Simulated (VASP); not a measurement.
# TeRu (F-43m) in VASP: further runs

Runs on TeRu. Level: LDA+U. Tasks: single point.

Everything below comes from runs of VASP 6.6.1. Logs are shortened: lines on timing, memory, paths and dates and some standing lists are left out, and cuts for length are marked.

## (1) The cell of the first run

It takes space group F-43m (No. 216, cubic). The conventional cell has a = 6.228 Å, b = 6.228 Å, c = 6.228 Å, α = 90.00°, β = 90.00°, γ = 90.00°. Ru (site symmetry -43m) has 4 Te at 2.70 Å within 3.6 Å. Te (site symmetry -43m) has 4 Ru at 2.70 Å within 3.6 Å.

## (2) Single point, LDA+U, collinear spin, ferromagnetic start

File INCAR:

```
ALGO = Normal ; EDIFF = 1E-6
ENCUT = 500 ; GGA = CA
GGA_COMPAT = False ; ISIF = 2
ISMEAR = 0 ; ISPIN = 2
LASPH = True ; LCHARG = False
LDAU = True ; LDAUJ = 0 0
LDAUL = 2 -1 ; LDAUPRINT = 1
LDAUTYPE = 2 ; LDAUU = 6 0
LMAXMIX = 4 ; LORBIT = 11
LREAL = False ; LWAVE = False
MAGMOM = 1.97 -0.03 ; NBANDS = 21
NELM = 200 ; PREC = Accurate
SIGMA = 0.05
```

File KPOINTS:

```
k-points
0
Gamma
  5 5 5
```

File POSCAR:

```
TeRu
1.0
    0.0000000000      3.1139297200      3.1139297200
    3.1139297200      0.0000000000      3.1139297200
    3.1139297200      3.1139297200      0.0000000000
Ru Te
1 1
Direct
    0.0000000000      0.0000000000      0.0000000000
    0.2500000000      0.2500000000      0.2500000000
```

Potentials or basis: VASP PAW LDA potentials, release 64 (Ru_pv, Te).

Launch:

```console
$ cat potpaw_LDA.64/Ru_pv/POTCAR potpaw_LDA.64/Te/POTCAR > POTCAR
$ mpirun -np 1 vasp_std > vasp.out
```

OUTCAR:

```text
EDIFF = 1E-6
   ENCUT = 500
   GGA = CA
   ISIF = 2
   ISMEAR = 0
   ISPIN = 2
   LASPH = True
   LORBIT = 11
   LREAL = False
   NELM = 200
   PREC = Accurate

 ion  position               nearest neighbor table
   1  0.000  0.000  0.000-   2 2.70   2 2.70   2 2.70   2 2.70
   2  0.250  0.250  0.250-   1 2.70   1 2.70   1 2.70   1 2.70

  LATTYP: Found a face centered cubic cell.
 ALAT       =     6.2278594400

  Lattice vectors:

 A1 = (   0.0000000000,   3.1139297200,   3.1139297200)
 A2 = (   3.1139297200,   0.0000000000,   3.1139297200)
 A3 = (   3.1139297200,   3.1139297200,   0.0000000000)

Analysis of symmetry for initial positions (statically):
=====================================================================
 Subroutine PRICEL returns:
 Original cell was already a primitive cell.

 Routine SETGRP: Setting up the symmetry group for a
 face centered cubic supercell.

 Subroutine GETGRP returns: Found 24 space group operations
 (whereof 24 operations were pure point group operations)
 out of a pool of 48 trial point group operations.

The static configuration has the point symmetry T_d .

Analysis of symmetry for dynamics (positions and initial velocities):
=====================================================================
 Subroutine PRICEL returns:
 Original cell was already a primitive cell.

 Routine SETGRP: Setting up the symmetry group for a
 face centered cubic supercell.

 Subroutine GETGRP returns: Found 24 space group operations
 (whereof 24 operations were pure point group operations)
 out of a pool of 48 trial point group operations.

The dynamic configuration has the point symmetry T_d .

Analysis of structural, dynamic, and magnetic symmetry:
=====================================================================
 Subroutine PRICEL returns:
 Original cell was already a primitive cell.

 Routine SETGRP: Setting up the symmetry group for a
 face centered cubic supercell.

 Subroutine GETGRP returns: Found 24 space group operations
 (whereof 24 operations were pure point group operations)
 out of a pool of 48 trial point group operations.

The overall configuration has the point symmetry T_d .

 Subroutine INISYM returns: Found 24 space group operations
 (whereof 24 operations are pure point group operations),
 and found     1 'primitive' translations

----------------------------------------------------------------------------------------

                                     Primitive cell

  volume of cell :      60.3888

  direct lattice vectors                    reciprocal lattice vectors
     0.000000000  3.113929720  3.113929720    -0.160568813  0.160568813  0.160568813
     3.113929720  0.000000000  3.113929720     0.160568813 -0.160568813  0.160568813
     3.113929720  3.113929720  0.000000000     0.160568813  0.160568813 -0.160568813

  length of vectors
     4.403761642  4.403761642  4.403761642     0.278113343  0.278113343  0.278113343

  position of ions in fractional coordinates (direct lattice)
     0.000000000  0.000000000  0.000000000
     0.250000000  0.250000000  0.250000000

  ion indices of the primitive-cell ions
   primitive index   ion index
                 1           1
                 2           2

----------------------------------------------------------------------------------------

 KPOINTS: k-points

Automatic generation of k-mesh.
 Grid dimensions read from file:
 generate k-points for:    5    5    5
[... 55 lines left out ...]
   ISIF   =      2    stress and relaxation
   ISYM   =      2    0-nonsym 1-usesym 2-fastsym
   POTIM  = 0.5000    time-step for ionic-motion
   TEBEG  =    0.0;   TEEND  =   0.0 temperature during run
   PSTRESS=    0.0 pullay stress
   NELECT =      20.0000    total number of electrons
   NUPDOWN=      -1.0000    fix difference up-down
   EMIN   =  10.00;   EMAX   =-10.00  energy-range for DOS
   EFERMI =   0.00;   METHOD = LEGACY
   ISMEAR =     0;   SIGMA  =   0.05  broadening in eV -4-tet -1-fermi 0-gaus
   EFERMI_NEDOS =   21; number of points for ismear=-14 and -15
   IALGO  =     38    algorithm
   IMIX   =      4    mixing-type and parameters
     AMIX     =   0.40;   BMIX     =  1.00
     AMIX_MAG =   1.60;   BMIX_MAG =  1.00
  volume/ion in A,a.u.               =      30.19       203.76
  Fermi-wavevector in a.u.,A,eV,Ry     =   1.132659  2.140416 17.455152  1.282917
  Thomas-Fermi vector in A             =   2.269361
   LORBIT       =     11    0 simple, 1 ext, 2 COOP (PROOUT), +10 PAW based schemes
 LDA+U is selected, type is set to LDAUTYPE =  2
   angular momentum for each species LDAUL =     2   -1
   U (eV)           for each species LDAUU =   6.0  0.0
   J (eV)           for each species LDAUJ =   0.0  0.0
   GGA     = CA    functional components
   LHFCALC =     F    Hartree Fock is set to
   AEXX    =    0.0000 exact exchange contribution
   IVDW    =     0    specifies the selected vdW correction
   LEPSILON=     F    determine dielectric tensor
   LRPA    =     F    only Hartree local field effects (RPA)
 spin polarized calculation
 Gauss-broadening in eV      SIGMA  =   0.05
  energy-cutoff  :      500.00
  volume of cell :       60.39
 maximum number of plane-waves:      1539
   NGX = 17   NGY = 17   NGZ = 17

atom =   1  type =  1  l = 2

 onsite density matrix

spin component  1

  0.8038 -0.0000 -0.0000 -0.0000  0.0000
 -0.0000  0.8038 -0.0000 -0.0000  0.0000
 -0.0000 -0.0000  0.8436 -0.0000  0.0000
 -0.0000 -0.0000 -0.0000  0.8038 -0.0000
  0.0000  0.0000  0.0000 -0.0000  0.8436

spin component  2

  0.1205 -0.0000 -0.0000 -0.0000 -0.0000
 -0.0000  0.1205 -0.0000 -0.0000  0.0000
 -0.0000 -0.0000  0.8429  0.0000  0.0000
 -0.0000 -0.0000  0.0000  0.1205 -0.0000
 -0.0000  0.0000  0.0000 -0.0000  0.8429

 occupancies and eigenvectors

  o =  0.1205  v =  0.0000  0.0000  0.0000  0.0000  0.0000  1.0000  0.0000  0.0000  0.0000  0.0000      0.0000  0.0000  0.0000  0.0000  0.0000  0.0000  0.0000  0.0000  0.0000  0.0000
  o =  0.1205  v =  0.0000  0.0000  0.0000  0.0000  0.0000  0.0000  0.8174 -0.0000  0.5761 -0.0000      0.0000  0.0000  0.0000  0.0000  0.0000  0.0000  0.0000  0.0000  0.0000  0.0000
  o =  0.1205  v =  0.0000  0.0000  0.0000  0.0000  0.0000  0.0000 -0.5761 -0.0000  0.8174 -0.0000      0.0000  0.0000  0.0000  0.0000  0.0000  0.0000  0.0000  0.0000  0.0000  0.0000
  o =  0.8038  v =  0.0000 -0.5682 -0.0000 -0.8229  0.0000  0.0000  0.0000  0.0000  0.0000  0.0000      0.0000  0.0000  0.0000  0.0000  0.0000  0.0000  0.0000  0.0000  0.0000  0.0000
  o =  0.8038  v =  1.0000  0.0000  0.0000  0.0000  0.0000  0.0000  0.0000  0.0000  0.0000  0.0000      0.0000  0.0000  0.0000  0.0000  0.0000  0.0000  0.0000  0.0000  0.0000  0.0000
  o =  0.8038  v =  0.0000 -0.8229  0.0000  0.5682  0.0000  0.0000  0.0000  0.0000  0.0000  0.0000      0.0000  0.0000  0.0000  0.0000  0.0000  0.0000  0.0000  0.0000  0.0000  0.0000
  o =  0.8429  v =  0.0000  0.0000  0.0000  0.0000  0.0000  0.0000  0.0000 -0.9947 -0.0000 -0.1033      0.0000  0.0000  0.0000  0.0000  0.0000  0.0000  0.0000  0.0000  0.0000  0.0000
  o =  0.8429  v =  0.0000  0.0000  0.0000  0.0000  0.0000  0.0000  0.0000 -0.1033  0.0000  0.9947      0.0000  0.0000  0.0000  0.0000  0.0000  0.0000  0.0000  0.0000  0.0000  0.0000
  o =  0.8436  v =  0.0000  0.0000 -0.9863  0.0000  0.1651  0.0000  0.0000  0.0000  0.0000  0.0000      0.0000  0.0000  0.0000  0.0000  0.0000  0.0000  0.0000  0.0000  0.0000  0.0000
  o =  0.8436  v =  0.0000 -0.0000 -0.1651 -0.0000 -0.9863  0.0000  0.0000  0.0000  0.0000  0.0000      0.0000  0.0000  0.0000  0.0000  0.0000  0.0000  0.0000  0.0000  0.0000  0.0000

 number of electron      19.9999995 magnetization       2.0006523

 Free energy of the ion-electron system (eV)
  ---------------------------------------------------
  ext. energy  EPLUGINS =         0.00000000
  ---------------------------------------------------
  free energy    TOTEN  =        -7.17054419 eV

  energy without entropy =       -7.16637964  energy(sigma->0) =       -7.16846191

 E-fermi :   4.8523     XC(G=0):  -9.5432

 val. band max:        4.7093624356   @ k =   0.2000   0.0000   0.0000
 cond. band min:       4.8675149923   @ k =   0.4000   0.2000   0.0000
 fundamental gap:      0.1581525567
 Fermi energy:         4.8522866767

 spin component 1

 k-point     1 :       0.0000    0.0000    0.0000
  band No.  band energies     occupation
      1     -37.3418      1.00000
      2     -37.3418      1.00000
      3     -37.3418      1.00000
      4      -6.8278      1.00000
      5       0.1176      1.00000
      6       0.1176      1.00000
[... 229 lines left out ...]
     20      17.5228      0.00000
     21      18.7491      0.00000
 Fermi energy:         4.8522866767

 spin component 2

 k-point     1 :       0.0000    0.0000    0.0000
  band No.  band energies     occupation
      1     -35.9690      1.00000
      2     -35.9690      1.00000
      3     -35.9689      1.00000
      4      -6.8959      1.00000
      5       2.5474      1.00000
      6       2.5475      1.00000
[... 229 lines left out ...]
     20      18.1476      0.00000
     21      19.2012      0.00000

------------------------ aborting loop because EDIFF is reached ----------------------------------------

  FORCE on cell =-STRESS in cart. coord.  units (eV):
  Direction    XX          YY          ZZ          XY          YZ          ZX
  --------------------------------------------------------------------------------------
  -------------------------------------------------------------------------------------
  Total       -1.1130678     -1.1130678     -1.1130678      0.0000000      0.0000000      0.0000000
  in kB      -29.5308399    -29.5308399    -29.5308399      0.0000000      0.0000000      0.0000000
  external PRESSURE =     -29.5308399 kB  Pullay stress =       0.0000000 kB

 VOLUME and BASIS-vectors are now :
 -----------------------------------------------------------------------------
  energy-cutoff  :      500.00
  volume of cell :       60.39
      direct lattice vectors                 reciprocal lattice vectors
     0.000000000  3.113929720  3.113929720    -0.160568813  0.160568813  0.160568813
     3.113929720  0.000000000  3.113929720     0.160568813 -0.160568813  0.160568813
     3.113929720  3.113929720  0.000000000     0.160568813  0.160568813 -0.160568813

 POSITION                                       TOTAL-FORCE (eV/Angst)
 -----------------------------------------------------------------------------------
      0.00000      0.00000      0.00000        -0.000000     -0.000000     -0.000000
      1.55696      1.55696      1.55696         0.000000      0.000000      0.000000
 -----------------------------------------------------------------------------------
    total drift:                               -0.000000     -0.000000     -0.000000

  FREE ENERGIE OF THE ION-ELECTRON SYSTEM (eV)
  ---------------------------------------------------
  free  energy   TOTEN  =        -7.1705441862 eV

  energy  without entropy=       -7.1663796388  energy(sigma->0) =       -7.16846191

 total charge

# of ion       s       p       d       tot
------------------------------------------
    1        0.283   6.133   6.100  12.517
    2        1.360   2.002   0.057   3.419
--------------------------------------------------
tot          1.644   8.135   6.157  15.936

 magnetization (x)

# of ion       s       p       d       tot
------------------------------------------
    1        0.027   0.013   2.040   2.080
    2        0.003  -0.247   0.014  -0.229
--------------------------------------------------
tot          0.030  -0.233   2.054   1.851
```

Wall time 21 s (1 thread of Intel Xeon Platinum 8375C at 2.90GHz (Ice Lake), shared host); peak memory 0.17 GiB.

What came out:

| Property | Result |
| --- | --- |
| Free energy | -7.1705 eV |
| Pressure | -3.0 GPa |
| Band gap on the k mesh | zero (filled and empty bands overlap) |
| Net moment | 2.00 μB per cell |
| Site moments | Ru +2.08; Te -0.23 μB |
| Valence electrons inside the program's atomic spheres | Ru 12.52; Te 3.42 |

Levels at points of the mesh, in eV from the Fermi level:
Spin up:
| k point | band 8 | band 9 | band 10 | band 11 | band 12 | band 13 |
| --- | --- | --- | --- | --- | --- | --- |
| (0.00, 0.00, 0.00) | -2.96 | -2.96 | 1.98 | 1.98 | 1.98 | 2.12 |
Spin down:
```
           k point  band 5  band 6  band 7  band 8  band 9  band 10  band 11  band 12  band 13  band 14
(0.00, 0.00, 0.00)   -2.30   -2.30   -2.30   -2.12   -2.12     2.45     4.72     4.72     4.72     6.25
```

Eigenvalues of the final occupation matrices:
```tsv
site	spin	trace	eigenvalues
site 1 d	1	4.10	0.80 0.80 0.80 0.84 0.84
site 1 d	2	2.05	0.12 0.12 0.12 0.84 0.84
```

Caveat: spin-orbit coupling is left out, which moves the levels of the heavy elements; the U is typed as a test and isn't derived for this compound. The state reached can hang on the start; a lower one may exist.

## (3) Single point, LDA+U, collinear spin, ferromagnetic start

File INCAR:

```
PREC = Accurate ; ENCUT = 500
EDIFF = 1E-6 ; ISMEAR = 0
SIGMA = 0.05 ; LREAL = False
LASPH = True ; NELM = 200
ALGO = Normal ; ISIF = 2
LWAVE = False ; LCHARG = False
ISPIN = 2 ; MAGMOM = 1 0
LORBIT = 11 ; NUPDOWN = 1.0
LMAXMIX = 4 ; LDAU = True
LDAUTYPE = 2 ; LDAUL = 2 -1
LDAUU = 6 0 ; LDAUJ = 0 0
LDAUPRINT = 1 ; NBANDS = 21
GGA_COMPAT = False
```

File KPOINTS:

```
regular mesh
0
Gamma
  5 5 5
```

POSCAR is that of step 2.

Potentials or basis: VASP PAW LDA potentials, release 64 (Ru_pv, Te).

Launch:

```console
$ cat potpaw_LDA.64/Ru_pv/POTCAR potpaw_LDA.64/Te/POTCAR > POTCAR
$ mpirun -np 1 vasp_std > vasp.out
```

OUTCAR:

```text
PREC = Accurate
   ENCUT = 500
   EDIFF = 1E-6
   ISMEAR = 0
   LREAL = False
   LASPH = True
   NELM = 200
   ISIF = 2
   ISPIN = 2
   LORBIT = 11
   NUPDOWN = 1.0

 ion  position               nearest neighbor table
   1  0.000  0.000  0.000-   2 2.70   2 2.70   2 2.70   2 2.70
   2  0.250  0.250  0.250-   1 2.70   1 2.70   1 2.70   1 2.70

  LATTYP: Found a face centered cubic cell.
 ALAT       =     6.2278594400

  Lattice vectors:

 A1 = (   0.0000000000,   3.1139297200,   3.1139297200)
 A2 = (   3.1139297200,   0.0000000000,   3.1139297200)
 A3 = (   3.1139297200,   3.1139297200,   0.0000000000)
[... 712 lines left out ...]

 VOLUME and BASIS-vectors are now :
 -----------------------------------------------------------------------------
  energy-cutoff  :      500.00
  volume of cell :       60.39
      direct lattice vectors                 reciprocal lattice vectors
     0.000000000  3.113929720  3.113929720    -0.160568813  0.160568813  0.160568813
     3.113929720  0.000000000  3.113929720     0.160568813 -0.160568813  0.160568813
     3.113929720  3.113929720  0.000000000     0.160568813  0.160568813 -0.160568813

 POSITION                                       TOTAL-FORCE (eV/Angst)
 -----------------------------------------------------------------------------------
      0.00000      0.00000      0.00000        -0.000000      0.000000      0.000000
      1.55696      1.55696      1.55696         0.000000     -0.000000     -0.000000
 -----------------------------------------------------------------------------------
    total drift:                               -0.000000     -0.000000     -0.000000

  FREE ENERGIE OF THE ION-ELECTRON SYSTEM (eV)
  ---------------------------------------------------
  free  energy   TOTEN  =        -6.7457580810 eV

  energy  without entropy=       -6.7418645865  energy(sigma->0) =       -6.74381133

 total charge

# of ion       s       p       d       tot
------------------------------------------
    1        0.276   6.114   6.144  12.534
    2        1.358   1.938   0.072   3.368
--------------------------------------------------
tot          1.634   8.051   6.216  15.901

 magnetization (x)

# of ion       s       p       d       tot
------------------------------------------
    1        0.010  -0.006   1.374   1.378
    2        0.000  -0.265   0.000  -0.265
--------------------------------------------------
tot          0.010  -0.272   1.374   1.113
```

OSZICAR:

```text
N       E                     dE             d eps       ncg     rms          rms(c)
DAV:   1     0.120369242373E+03    0.12037E+03   -0.99544E+03   952   0.787E+02
DAV:   2    -0.259095758750E+01   -0.12296E+03   -0.11821E+03   953   0.218E+02
DAV:   3    -0.593948634227E+01   -0.33485E+01   -0.33217E+01  1016   0.349E+01
DAV:   4    -0.598701162106E+01   -0.47525E-01   -0.47455E-01  1206   0.393E+00
DAV:   5    -0.598747831847E+01   -0.46670E-03   -0.46650E-03   969   0.309E-01    0.622E+00
DAV:   6    -0.630868858668E+01   -0.32121E+00   -0.10325E+00   990   0.367E+00    0.397E+00
DAV:   7    -0.661435872629E+01   -0.30567E+00   -0.10386E+00   970   0.447E+00    0.201E+00
DAV:   8    -0.669400486574E+01   -0.79646E-01   -0.11313E-01   970   0.157E+00    0.912E-01
DAV:   9    -0.672696469193E+01   -0.32960E-01   -0.83380E-02   940   0.131E+00    0.508E-01
DAV:  10    -0.674228529938E+01   -0.15321E-01   -0.17448E-02   960   0.638E-01    0.238E-01
DAV:  11    -0.674445936105E+01   -0.21741E-02   -0.18800E-03   970   0.230E-01    0.164E-01
DAV:  12    -0.674568621293E+01   -0.12269E-02   -0.18282E-03   955   0.204E-01    0.769E-02
DAV:  13    -0.674574316825E+01   -0.56955E-04   -0.10601E-04   975   0.470E-02    0.505E-02
DAV:  14    -0.674575636161E+01   -0.13193E-04   -0.48911E-05   970   0.307E-02    0.143E-02
DAV:  15    -0.674575747682E+01   -0.11152E-05   -0.36971E-06   849   0.128E-02    0.734E-03
DAV:  16    -0.674575808096E+01   -0.60413E-06   -0.21743E-06   589   0.662E-03
   1 F= -.67457581E+01 E0= -.67438113E+01  d E =-.389349E-02  mag=     1.0000
```

stdout:

```text
POSCAR found type information on POSCAR RuTe
 POSCAR found :  2 types and       2 ions
 scaLAPACK will be used
 LDA part: xc-table for (Slater(with rela. corr.)+CA(PZ))
 , standard interpolation
 POSCAR, INCAR and KPOINTS ok, starting setup
 FFT: planning ... GRIDC
 FFT: planning ... GRID_SOFT
 FFT: planning ... GRID
 WAVECAR not read
 entering main loop
```

Wall time 20 s (1 thread of Intel Xeon Platinum 8375C at 2.90GHz (Ice Lake), shared host); peak memory 0.17 GiB.

Results:

```
Free energy                                           : -6.7458 eV
Pressure                                              : -9.8 GPa
Net moment                                            : 1.00 μB per cell
Site moments                                          : Ru +1.38; Te -0.27 μB
Valence electrons inside the program's atomic spheres : Ru 12.53; Te 3.37
```

Eigenvalues of the final occupation matrices:
```tsv
site	spin	trace	eigenvalues
site 1 d	1	3.79	0.73 0.73 0.73 0.80 0.80
site 1 d	2	2.41	0.24 0.24 0.24 0.84 0.84
```

Caveat: the cell stands under tension; spin-orbit coupling is left out, which moves the levels of the heavy elements; the total moment is fixed, so each spin has its own Fermi level and the state may be an excited one; the U is typed as a test and isn't derived for this compound.

The gap in the log of VASP goes by the Fermi energy; the results here count the filled bands.